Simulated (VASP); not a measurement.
**Ni: single point with r2SCAN**

Crystal: Ni.

```
Ni
1.0
     0.00000    1.76910    1.76910
     1.76910    0.00000    1.76910
     3.53820    3.53820    0.00000
Ni
2
Cartesian
  0.0000 0.0000 0.0000
  1.7691 1.7691 0.0000
```

| Quantity | Value |
| --- | --- |
| Program | VASP 6.6.1 |
| Task | single point |
| Functional | r2SCAN |
| Potentials or basis | VASP PAW PBE potentials, release 64 (Ni) |
| Cutoff | 520 eV |
| k mesh | 14 × 14 × 7 |
| Occupations | fermi-dirac, width 0.1 eV |
| Spin | collinear spin, ferromagnetic start |
| Starting moments | [0.91, 0.91] μB |

| Item | Value |
| --- | --- |
| Pressure | -9.2 GPa |
| Net moment | 1.49 μB per cell |
| Site moments | Ni +0.77 μB |
| Valence electrons inside the program's atomic spheres | Ni 9.31 |

Levels at points of the mesh, in eV from the Fermi level:
Spin up:
| k point | band 9 | band 10 | band 11 | band 12 | band 13 | band 14 |
| --- | --- | --- | --- | --- | --- | --- |
| (0.00, 0.00, 0.00) | -1.64 | -1.07 | -1.07 | -0.36 | 5.51 | 22.84 |
| (0.50, 0.00, 0.00) | -1.01 | -0.95 | -0.36 | 2.48 | 5.51 | 9.19 |
Spin down:
| k point | band 5 | band 6 | band 7 | band 8 | band 9 | band 10 | band 11 | band 12 | band 13 | band 14 |
| --- | --- | --- | --- | --- | --- | --- | --- | --- | --- | --- |
| (0.00, 0.00, 0.00) | -1.54 | -1.54 | -1.54 | -0.87 | -0.87 | -0.59 | 0.19 | 0.19 | 6.22 | 22.72 |
| (0.50, 0.00, 0.00) | -1.88 | -0.59 | -0.14 | 0.19 | 0.19 | 0.56 | 0.56 | 2.21 | 6.22 | 9.54 |

Wall time 5 min on 1 thread of Intel(R) Xeon(R) 6975P-C (Granite Rapids), on a shared host, peak memory 0.22 GiB.

Caveat: the PAW data sets were made with another functional, which shifts forces and pressure a little.
